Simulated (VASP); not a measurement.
Input of a VASP 6.6.1 run:

File INCAR:

```
PREC     = Accurate       # precision mode
ENCUT    = 520            # plane-wave cutoff, eV
EDIFF    = 1E-6           # SCF threshold, eV
ISMEAR   = 0              # smearing method
SIGMA    = 0.05           # smearing width, eV
LREAL    = False          # projectors in reciprocal space
LASPH    = True           # aspherical terms in the spheres
NELM     = 80             # most SCF steps
ALGO     = Normal         # electronic algorithm
ISIF     = 2              # what is computed and relaxed
LWAVE    = False          # write WAVECAR
LCHARG   = False          # write CHGCAR
GGA      = CA             # functional
NBANDS   = 28             # bands
```

File KPOINTS:

```
Automatic mesh
0
Gamma
  4 4 4
```

File POSCAR:

```
RbCaBr3
1.0
    5.7366900000      0.0000000000      0.0000000000
    0.0000000000      5.7366900000      0.0000000000
    0.0000000000      0.0000000000      5.6506396500
Rb Ca Br
1 1 3
Direct
    0.5000000000      0.5000000000      0.5000000000
    0.0000000000      0.0000000000      0.0000000000
    0.5000000000      0.0000000000      0.0000000000
    0.0000000000      0.5000000000      0.0000000000
    0.0000000000      0.0000000000      0.5000000000
```

Potentials or basis: VASP PAW LDA potentials, release 64 (Rb_sv, Ca_sv, Br).

Run with:

```console
$ cat potpaw_LDA.64/Rb_sv/POTCAR potpaw_LDA.64/Ca_sv/POTCAR potpaw_LDA.64/Br/POTCAR > POTCAR
$ mpirun -np 1 vasp_std > vasp.out
```

Q: Predict the band gap on the k mesh.

A: 3.71 eV, indirect (least direct gap 4.01 eV).

Q: What does it give for the pressure?

A: -2.1 GPa.

Stress tensor (GPa, compression positive):
```
-2.32  0.00  0.00
 0.00 -2.32  0.00
 0.00  0.00 -1.81
```

Caveat: the cell differs from its parent crystal (strain +0.000 along x and y, -0.015 along z). A k mesh can miss the band edges.
